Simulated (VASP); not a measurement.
Wanted: the native input for a VASP 6.6.1 run.

* Task: relaxation of cell and atoms
* Functional: BLYP
* Potentials or basis: VASP PAW PBE potentials, release 64 (V_sv)
* Cutoff: 600 eV
* k mesh: 5 × 5 × 5
* Occupations: fermi-dirac, width 0.1 eV
* Spin: no spin polarisation
* Dipole correction: no
* Further INCAR settings: ALGO = Normal; EDIFF = 1e-07; IBRION = 2; EDIFFG = -0.01; NSW = 80; ISIF = 3

The structure of V lies in POSCAR:

```
V
1.0
    4.8003007812      0.0000000000      0.0000000000
    0.0000000000      4.8003007812      0.0000000000
    0.0000000000      0.0000000000      4.8003007812
V
8
Direct
    0.0000000000      0.0000000000      0.0000000000
    0.5000000000      0.5000000000      0.5000000000
    0.2500000000      0.0000000000      0.5000000000
    0.7500000000      0.0000000000      0.5000000000
    0.5000000000      0.2500000000      0.0000000000
    0.5000000000      0.7500000000      0.0000000000
    0.0000000000      0.5000000000      0.2500000000
    0.0000000000      0.5000000000      0.7500000000
```

These files were run (other wordings do the same):

INCAR

```
AGGAC    = 1.0          
AGGAX    = 1.0          
ALDAC    = 0.0          
ALDAX    = 1.0          
ALGO     = Normal         # electronic algorithm
EDIFF    = 1E-7           # SCF threshold, eV
EDIFFG   = -0.01          # ionic threshold
ENCUT    = 600            # plane-wave cutoff, eV
GGA      = B5             # functional
IBRION   = 2              # ionic algorithm
ISIF     = 3              # what is computed and relaxed
ISMEAR   = -1             # smearing method
LASPH    = True           # aspherical terms in the spheres
LCHARG   = False          # write CHGCAR
LREAL    = False          # projectors in reciprocal space
LWAVE    = False          # write WAVECAR
NELM     = 60             # most SCF steps
NSW      = 80             # ionic steps
PREC     = Accurate       # precision mode
SIGMA    = 0.1            # smearing width, eV
```

KPOINTS

```
k-points
0
Gamma
  5 5 5
```

Potentials or basis: VASP PAW PBE potentials, release 64 (V_sv).

Run with:

```console
$ cat potpaw_PBE.64/V_sv/POTCAR > POTCAR
$ mpirun -np 1 vasp_std > vasp.out
```

Results of the run:

The relaxed volume is 14.14 Å³/atom, the relaxed cell is a = 4.837 Å, b = 4.837 Å, c = 4.837 Å, α = 90.00°, β = 90.00°, γ = 90.00° and the space group after relaxing (to 0.05 Å) is Pm-3n (No. 223). The energy gained by relaxing is 3.7 meV/atom. The ionic steps are 3 and the pressure after relaxing is -0.1 GPa. The band gap on the k mesh is zero (band 52 reaches 9.55 eV, above the bottom of band 53 at 9.44 eV).

Caveat: the PAW data sets were made with another functional, which shifts forces and pressure a little.

Run time: 4.7 min on 1 thread of AMD EPYC 9R45 96-Core Processor (Zen 5), with other jobs on the host, peak memory 0.24 GiB.
